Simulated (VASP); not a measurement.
BaS, 2 atoms in the cell. It takes space group Fm-3m (No. 225, cubic). The conventional cell has a = 6.426 Å, b = 6.426 Å, c = 6.426 Å, α = 90.00°, β = 90.00°, γ = 90.00°. Ba (site symmetry m-3m) has 6 S at 3.21 Å within 4.2 Å. Within 4.2 Å of S (site symmetry m-3m) lie 6 Ba at 3.21 Å. 

```yaml
Program: VASP 6.6.1
Task: single point
Functional: PBEsol
Potentials_or_basis: VASP PAW PBE potentials, release 64 (Ba_sv, S)
Cutoff: 520 eV
k_mesh: 6 × 6 × 6
Occupations: gaussian, width 0.05 eV
Spin: non-collinear spin, zero start, spin-orbit coupling
Starting_moments: "[[0.0, 0.0, 0.0], [0.0, 0.0, 0.0]] μB"
Dipole_correction: no
Further_INCAR_settings: ALGO = Normal; EDIFF = 1e-07; NBANDS = 28
```

Potentials or basis: VASP PAW PBE potentials, release 64 (Ba_sv, S).

Launch:

```console
$ cat potpaw_PBE.64/Ba_sv/POTCAR potpaw_PBE.64/S/POTCAR > POTCAR
$ mpirun -np 1 vasp_ncl > vasp.out
```

Hardware: 1 thread of Intel(R) Xeon(R) Platinum 8488C (Sapphire Rapids), with other jobs on the host.

Q: Estimate the wall time of this run.

A: Wall time 81 s on 1 thread of Intel(R) Xeon(R) Platinum 8488C (Sapphire Rapids), with other jobs on the host, peak memory 0.39 GiB. Counts: scf iterations 14, k points 16.
